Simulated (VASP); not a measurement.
# Tl (Fd-3m) in VASP: notebook

Runs on Tl. Level: PBE. Tasks: single point.

All numbers are computed with VASP 6.6.1; they aren't measurements. Logs are shortened: lines on timing, memory, paths and dates and some standing lists are left out, and cuts for length are marked.

## 1. The cell of the first run

It takes space group Fd-3m (No. 227, cubic). Conventional cell: a = 6.834 Å, b = 6.834 Å, c = 6.834 Å, α = 90.00°, β = 90.00°, γ = 90.00°. Within 3.9 Å of Tl (site symmetry -43m) lie 4 Tl at 2.96 Å.

## 2. Single point, PBE (volume scaled by 0.88)

File INCAR:

```
SYSTEM = Tl
PREC = Accurate ; ENCUT = 520
EDIFF = 1E-6 ; ISMEAR = -1
SIGMA = 0.1 ; LREAL = .False.
LASPH = .True. ; NELM = 80
ALGO = Normal ; ISIF = 2
LWAVE = .False. ; LCHARG = .False.
GGA = PE ; NBANDS = 20
```

File KPOINTS:

```
Automatic mesh
0
Gamma
  13 13 13
  0 0 0
```

File POSCAR:

```
Tl
1.0
    0.0000000000      3.4172477346      3.4172477346
    3.4172477346      0.0000000000      3.4172477346
    3.4172477346      3.4172477346      0.0000000000
Tl
2
Direct
    0.1250000000      0.1250000000      0.1250000000
    0.8750000000      0.8750000000      0.8750000000
```

Potentials or basis: VASP PAW PBE potentials, release 64 (Tl_d).

Started as:

```
$ cat potpaw_PBE.64/Tl_d/POTCAR > POTCAR
$ mpirun -np 1 vasp_std > vasp.out
```

OUTCAR:

```text
SYSTEM = Tl
   PREC = Accurate
   ENCUT = 520
   EDIFF = 1E-6
   ISMEAR = -1
   LREAL = .False.
   LASPH = .True.
   NELM = 80
   ISIF = 2
   GGA = PE

 ion  position               nearest neighbor table
   1  0.125  0.125  0.125-   2 2.96   2 2.96   2 2.96   2 2.96
   2  0.875  0.875  0.875-   1 2.96   1 2.96   1 2.96   1 2.96

  LATTYP: Found a face centered cubic cell.
 ALAT       =     6.8344954692

  Lattice vectors:

 A1 = (   0.0000000000,   3.4172477346,   3.4172477346)
 A2 = (   3.4172477346,   0.0000000000,   3.4172477346)
 A3 = (   3.4172477346,   3.4172477346,   0.0000000000)

Analysis of symmetry for initial positions (statically):
=====================================================================
 Subroutine PRICEL returns:
 Original cell was already a primitive cell.

 Routine SETGRP: Setting up the symmetry group for a
 face centered cubic supercell.

 Subroutine GETGRP returns: Found 48 space group operations
 (whereof 12 operations were pure point group operations)
 out of a pool of 48 trial point group operations.

The static configuration has the point symmetry D_3d.
 The point group associated with its full space group is O_h .

Analysis of symmetry for dynamics (positions and initial velocities):
=====================================================================
 Subroutine PRICEL returns:
 Original cell was already a primitive cell.

 Routine SETGRP: Setting up the symmetry group for a
 face centered cubic supercell.

 Subroutine GETGRP returns: Found 48 space group operations
 (whereof 12 operations were pure point group operations)
 out of a pool of 48 trial point group operations.

The dynamic configuration has the point symmetry D_3d.
 The point group associated with its full space group is O_h .

 Subroutine INISYM returns: Found 48 space group operations
 (whereof 12 operations are pure point group operations),
 and found     1 'primitive' translations

----------------------------------------------------------------------------------------

                                     Primitive cell

  volume of cell :      79.8104

  direct lattice vectors                    reciprocal lattice vectors
     0.000000000  3.417247735  3.417247735    -0.146316580  0.146316580  0.146316580
     3.417247735  0.000000000  3.417247735     0.146316580 -0.146316580  0.146316580
     3.417247735  3.417247735  0.000000000     0.146316580  0.146316580 -0.146316580

  length of vectors
     4.832718092  4.832718092  4.832718092     0.253427750  0.253427750  0.253427750

  position of ions in fractional coordinates (direct lattice)
     0.125000000  0.125000000  0.125000000
     0.875000000  0.875000000  0.875000000

  ion indices of the primitive-cell ions
   primitive index   ion index
                 1           1
                 2           2

----------------------------------------------------------------------------------------

 KPOINTS: Automatic mesh

Automatic generation of k-mesh.
 Grid dimensions read from file:
 generate k-points for:   13   13   13

 Generating k-lattice:

  Cartesian coordinates                     Fractional coordinates (reciprocal lattice)
    -0.011255122  0.011255122  0.011255122     0.076923077  0.000000000  0.000000000
     0.011255122 -0.011255122  0.011255122     0.000000000  0.076923077  0.000000000
     0.011255122  0.011255122 -0.011255122     0.000000000  0.000000000  0.076923077

  Length of vectors
     0.019494442  0.019494442  0.019494442

  Shift w.r.t. Gamma in fractional coordinates (k-lattice)
     0.000000000  0.000000000  0.000000000

 Subroutine IBZKPT returns following result:
 ===========================================

 Found     84 irreducible k-points:

 Following reciprocal coordinates:
            Coordinates               Weight
  0.000000  0.000000  0.000000      1.000000
  0.076923  0.000000  0.000000      8.000000
  0.153846  0.000000  0.000000      8.000000
  0.230769  0.000000  0.000000      8.000000
  0.307692  0.000000  0.000000      8.000000
  0.384615  0.000000  0.000000      8.000000
[... 16 lines left out ...]
  0.384615  0.153846  0.000000     24.000000
  0.461538  0.153846  0.000000     24.000000
 [... further k-points ...]
   k-points           NKPTS =     84   k-points in BZ     NKDIM =     84   number of bands    NBANDS=     20
   number of dos      NEDOS =    301   number of ions     NIONS =      2
   total plane-waves  NPLWV =  46656
   dimension x,y,z NGX =    36 NGY =   36 NGZ =   36
   dimension x,y,z NGXF=    72 NGYF=   72 NGZF=   72
   ions per type =               2
   NGX,Y,Z   is equivalent  to a cutoff of  12.38, 12.38, 12.38 a.u.
   NGXF,Y,Z  is equivalent  to a cutoff of  24.77, 24.77, 24.77 a.u.
 SYSTEM =  Tl
   PREC   = accura    normal or accurate (medium, high low for compatibility)
   ISTART =      0    job   : 0-new  1-cont  2-samecut
   ICHARG =      2    charge: 1-file 2-atom 10-const
   ISPIN  =      1    spin polarized calculation?
   LNONCOLLINEAR =      F non collinear calculations
   LSORBIT =      F    spin-orbit coupling
   LASPH  =      T    aspherical Exc in radial PAW
   ENCUT  =  520.0 eV  38.22 Ry    6.18 a.u.   8.99  8.99  8.99*2*pi/ulx,y,z
   NELM   =     80;   NELMIN=  2; NELMDL= -5     # of ELM steps
   EDIFF  = 0.1E-05   stopping-criterion for ELM
   LREAL  =      F    real-space projection
   EDIFFG = 0.1E-04   stopping-criterion for IOM
   NSW    =      0    number of steps for IOM
   IBRION =     -1    ionic relax: 0-MD 1-quasi-New 2-CG
   NFREE  =      0    steps in history (QN), initial steepest desc. (CG)
   ISIF   =      2    stress and relaxation
   ISYM   =      2    0-nonsym 1-usesym 2-fastsym
   POTIM  = 0.5000    time-step for ionic-motion
   TEBEG  =    0.0;   TEEND  =   0.0 temperature during run
   PSTRESS=    0.0 pullay stress
   NELECT =      26.0000    total number of electrons
   NUPDOWN=      -1.0000    fix difference up-down
   EMIN   =  10.00;   EMAX   =-10.00  energy-range for DOS
   EFERMI =   0.00;   METHOD = LEGACY
   ISMEAR =    -1;   SIGMA  =   0.10  broadening in eV -4-tet -1-fermi 0-gaus
   EFERMI_NEDOS =   21; number of points for ismear=-14 and -15
   IALGO  =     38    algorithm
   IMIX   =      4    mixing-type and parameters
     AMIX     =   0.40;   BMIX     =  1.00
     AMIX_MAG =   1.60;   BMIX_MAG =  1.00
  volume/ion in A,a.u.               =      39.91       269.29
  Fermi-wavevector in a.u.,A,eV,Ry     =   1.126452  2.128686 17.264363  1.268895
  Thomas-Fermi vector in A             =   2.263134
   LORBIT       =      0    0 simple, 1 ext, 2 COOP (PROOUT), +10 PAW based schemes
   GGA     = PE    functional components
   LHFCALC =     F    Hartree Fock is set to
   AEXX    =    0.0000 exact exchange contribution
   IVDW    =     0    specifies the selected vdW correction
   LEPSILON=     F    determine dielectric tensor
   LRPA    =     F    only Hartree local field effects (RPA)
 non-spin polarized calculation
  energy-cutoff  :      520.00
  volume of cell :       79.81
 maximum number of plane-waves:      2175
   NGX = 17   NGY = 17   NGZ = 17

 number of electron      26.0000003 magnetization

 Free energy of the ion-electron system (eV)
  ---------------------------------------------------
  ext. energy  EPLUGINS =         0.00000000
  ---------------------------------------------------
  free energy    TOTEN  =        -3.66561396 eV

  energy without entropy =       -3.61514315  energy(sigma->0) =       -3.64037855

 E-fermi :   3.4952     XC(G=0):  -8.3415

 val. band max:        3.4821491067   @ k =   0.4615   0.3077   0.0000
 cond. band min:       3.4977530710   @ k =  -0.3077   0.3846   0.0769
 fundamental gap:      0.0156039642
 Fermi energy:         3.4951827773

 k-point     1 :       0.0000    0.0000    0.0000
  band No.  band energies     occupation
      1      -8.4532      2.00000
      2      -8.4532      2.00000
      3      -8.4532      2.00000
      4      -8.3663      2.00000
      5      -8.3663      2.00000
      6      -7.7143      2.00000
[... 12 lines left out ...]
     19       8.6249      0.00000
     20      12.3173      0.00000

 k-point     2 :       0.0769    0.0000    0.0000
  band No.  band energies     occupation
      1      -8.4664      2.00000
      2      -8.4664      2.00000
      3      -8.4524      2.00000
      4      -8.3483      2.00000
      5      -8.3483      2.00000
      6      -7.7248      2.00000
[... 12 lines left out ...]
     19       9.2118      0.00000
     20      12.0233      0.00000

 k-point     3 :       0.1538    0.0000    0.0000
  band No.  band energies     occupation
      1      -8.4883      2.00000
      2      -8.4883      2.00000
      3      -8.4503      2.00000
      4      -8.3137      2.00000
      5      -8.3137      2.00000
      6      -7.7527      2.00000
[... 12 lines left out ...]
     19      10.1577      0.00000
     20      11.7739      0.00000

 k-point     4 :       0.2308    0.0000    0.0000
  band No.  band energies     occupation
      1      -8.5053      2.00000
      2      -8.5053      2.00000
      3      -8.4474      2.00000
      4      -8.2809      2.00000
      5      -8.2809      2.00000
      6      -7.7901      2.00000
[... 12 lines left out ...]
     19      10.3427      0.00000
     20      11.8086      0.00000

 k-point     5 :       0.3077    0.0000    0.0000
  band No.  band energies     occupation
      1      -8.5149      2.00000
      2      -8.5149      2.00000
      3      -8.4443      2.00000
      4      -8.2577      2.00000
      5      -8.2577      2.00000
      6      -7.8277      2.00000
[... 12 lines left out ...]
     19      10.1281      0.00000
     20      12.1121      0.00000

 k-point     6 :       0.3846    0.0000    0.0000
  band No.  band energies     occupation
      1      -8.5186      2.00000
      2      -8.5186      2.00000
      3      -8.4416      2.00000
      4      -8.2459      2.00000
      5      -8.2459      2.00000
      6      -7.8576      2.00000
[... 12 lines left out ...]
     19      11.1508      0.00000
     20      12.6645      0.00000

 k-point     7 :       0.4615    0.0000    0.0000
  band No.  band energies     occupation
      1      -8.5193      2.00000
      2      -8.5193      2.00000
      3      -8.4402      2.00000
      4      -8.2419      2.00000
      5      -8.2419      2.00000
      6      -7.8741      2.00000
[... 12 lines left out ...]
     19      12.4126      0.00000
     20      13.2027      0.00000
[... 277 lines left out ...]
 k-point    20 :       0.1538    0.1538    0.0000
  band No.  band energies     occupation
      1      -8.5002      2.00000
      2      -8.4745      2.00000
      3      -8.4745      2.00000
      4      -8.3225      2.00000
      5      -8.2587      2.00000
      6      -7.8735      2.00000
[... 12 lines left out ...]
     19      10.4230      0.00000
     20      10.5568      0.00000

 k-point    21 :       0.2308    0.1538    0.0000
  band No.  band energies     occupation
      1      -8.5170      2.00000
      2      -8.4872      2.00000
      3      -8.4727      2.00000
      4      -8.2951      2.00000
      5      -8.2189      2.00000
      6      -7.9259      2.00000
[... 12 lines left out ...]
     19      10.5969      0.00000
     20      11.2252      0.00000

 k-point    22 :       0.3077    0.1538    0.0000
  band No.  band energies     occupation
      1      -8.5380      2.00000
      2      -8.5008      2.00000
      3      -8.4566      2.00000
      4      -8.2641      2.00000
      5      -8.1859      2.00000
      6      -7.9629      2.00000
[... 12 lines left out ...]
     19      11.1169      0.00000
     20      11.9970      0.00000

 k-point    23 :       0.3846    0.1538    0.0000
  band No.  band energies     occupation
      1      -8.5553      2.00000
      2      -8.5125      2.00000
      3      -8.4342      2.00000
      4      -8.2358      2.00000
      5      -8.1697      2.00000
      6      -7.9789      2.00000
[... 12 lines left out ...]
     19      11.4089      0.00000
     20      12.7078      0.00000

 k-point    24 :       0.4615    0.1538    0.0000
  band No.  band energies     occupation
      1      -8.5663      2.00000
      2      -8.5229      2.00000
      3      -8.4105      2.00000
      4      -8.2109      2.00000
      5      -8.1747      2.00000
      6      -7.9748      2.00000
[... 12 lines left out ...]
     19      11.5149      0.00000
     20      13.4128      0.00000

 [... further k-points ...]

------------------------ aborting loop because EDIFF is reached ----------------------------------------

  FORCE on cell =-STRESS in cart. coord.  units (eV):
  Direction    XX          YY          ZZ          XY          YZ          ZX
  --------------------------------------------------------------------------------------
  -------------------------------------------------------------------------------------
  Total        1.1628477      1.1628477      1.1628477     -0.0000000      0.0000000      0.0000000
  in kB       23.3439324     23.3439324     23.3439324     -0.0000000      0.0000000      0.0000000
  external PRESSURE =      23.3439324 kB  Pullay stress =       0.0000000 kB

 VOLUME and BASIS-vectors are now :
 -----------------------------------------------------------------------------
  energy-cutoff  :      520.00
  volume of cell :       79.81
      direct lattice vectors                 reciprocal lattice vectors
     0.000000000  3.417247735  3.417247735    -0.146316580  0.146316580  0.146316580
     3.417247735  0.000000000  3.417247735     0.146316580 -0.146316580  0.146316580
     3.417247735  3.417247735  0.000000000     0.146316580  0.146316580 -0.146316580

 POSITION                                       TOTAL-FORCE (eV/Angst)
 -----------------------------------------------------------------------------------
      0.85431      0.85431      0.85431         0.000000      0.000000      0.000000
      5.98018      5.98018      5.98018        -0.000000     -0.000000     -0.000000
 -----------------------------------------------------------------------------------
    total drift:                                0.000000      0.000000      0.000000

  FREE ENERGIE OF THE ION-ELECTRON SYSTEM (eV)
  ---------------------------------------------------
  free  energy   TOTEN  =        -3.6656139584 eV

  energy  without entropy=       -3.6151431492  energy(sigma->0) =       -3.64037855
```

Run time: 58 s. Hardware: 1 thread of Intel Xeon Platinum 8488C (Sapphire Rapids), shared host; peak memory 0.27 GiB.

Results:

| Item | Value |
| --- | --- |
| Free energy | -3.6656 eV |
| Pressure | 2.3 GPa |
| Band gap on the k mesh | zero (band 13 reaches 6.01 eV, above the bottom of band 14 at 2.75 eV) |

Caveat: spin-orbit coupling is left out, which moves the levels of the heavy elements.

## 3. Single point, PBE (volume scaled by 0.92)

File INCAR:

```
SYSTEM = Tl
ALGO     = Normal         ! electronic algorithm
EDIFF    = 1E-6           ! SCF threshold, eV
ENCUT    = 520            ! plane-wave cutoff, eV
GGA      = PE             ! functional
ISIF     = 2              ! what is computed and relaxed
ISMEAR   = -1             ! smearing method
LASPH    = .True.         ! aspherical terms in the spheres
LCHARG   = .False.        ! write CHGCAR
LREAL    = .False.        ! projectors in reciprocal space
LWAVE    = .False.        ! write WAVECAR
NBANDS   = 20             ! bands
NELM     = 100            ! most SCF steps
PREC     = Accurate       ! precision mode
SIGMA    = 0.1            ! smearing width, eV
```

File KPOINTS:

```
k-points
0
Gamma
  13 13 13
  0 0 0
```

File POSCAR:

```
Tl
1.0
    0.0000000000      3.4682589527      3.4682589527
    3.4682589527      0.0000000000      3.4682589527
    3.4682589527      3.4682589527      0.0000000000
Tl
2
Direct
    0.1250000000      0.1250000000      0.1250000000
    0.8750000000      0.8750000000      0.8750000000
```

Potentials or basis: VASP PAW PBE potentials, release 64 (Tl_d).

Started as:

```
$ cat potpaw_PBE.64/Tl_d/POTCAR > POTCAR
$ mpirun -np 1 vasp_std > vasp.out
```

Wall time 69 s (1 thread of Intel Xeon Platinum 8488C (Sapphire Rapids), shared host); peak memory 0.27 GiB.

The run converged. Its results:

- Free energy: -3.7077 eV
- Pressure: 1.3 GPa
- Band gap on the k mesh: zero (band 13 reaches 5.57 eV, above the bottom of band 14 at 2.50 eV)

Levels at points of the mesh, in eV from the Fermi level:
| k point | band 10 | band 11 | band 12 | band 13 | band 14 | band 15 | band 16 | band 17 |
| --- | --- | --- | --- | --- | --- | --- | --- | --- |
| (0.00, 0.00, 0.00) | -11.13 | -8.88 | -0.96 | 2.38 | 2.38 | 2.38 | 4.05 | 4.05 |

Caveat: spin-orbit coupling is left out, which moves the levels of the heavy elements.

## 4. Single point, PBE (volume scaled by 0.96)

File INCAR:

```
ALGO = Normal
EDIFF = 1E-7
ENCUT = 520
GGA = PE
ISIF = 2
ISMEAR = -1
LASPH = True
LCHARG = False
LREAL = False
LWAVE = False
NBANDS = 20
NELM = 60
PREC = Accurate
SIGMA = 0.1
```

File KPOINTS:

```
k-points
0
Gamma
  13 13 13
```

File POSCAR:

```
Tl
1.0
    0.0000000000      3.5178122041      3.5178122041
    3.5178122041      0.0000000000      3.5178122041
    3.5178122041      3.5178122041      0.0000000000
Tl
2
Direct
    0.1250000000      0.1250000000      0.1250000000
    0.8750000000      0.8750000000      0.8750000000
```

Started as:

```
$ cat potpaw_PBE.64/Tl_d/POTCAR > POTCAR
$ mpirun -np 1 vasp_std > vasp.out
```

Run time: 1.9 min. Hardware: 1 thread of Intel Xeon Platinum 8488C (Sapphire Rapids), shared host; peak memory 0.3 GiB.

Results (log left out):

* Free energy: -3.7294 eV
* Pressure: 0.5 GPa
* Band gap on the k mesh: zero (band 13 reaches 5.18 eV, above the bottom of band 14 at 2.27 eV)

Levels at points of the mesh, in eV from the Fermi level:
| k point | band 10 | band 11 | band 12 | band 13 | band 14 | band 15 | band 16 | band 17 |
| --- | --- | --- | --- | --- | --- | --- | --- | --- |
| (0.00, 0.00, 0.00) | -11.17 | -8.71 | -1.26 | 2.25 | 2.25 | 2.25 | 3.92 | 3.92 |

Caveat: spin-orbit coupling is left out, which moves the levels of the heavy elements.

## 5. The runs side by side

| cell | gap on the mesh (eV) | pressure (GPa) |
| --- | --- | --- |
| a = 4.833 Å, angles 60.0°, 2 atoms | none | 2.3 |
| a = 4.905 Å, angles 60.0°, 2 atoms | none | 1.3 |
| a = 4.975 Å, angles 60.0°, 2 atoms | none | 0.5 |

Alike in all rows: task single point; level PBE; potentials or basis VASP PAW PBE potentials, release 64 (Tl_d); no spin polarisation; k mesh 13 × 13 × 13; cutoff (eV) 520; smearing fermi-dirac 0.1 eV.

Caveats: spin-orbit coupling is left out, which moves the levels of the heavy elements.

Total energies depend on the potentials used, so only differences within one code and one set of settings carry meaning.
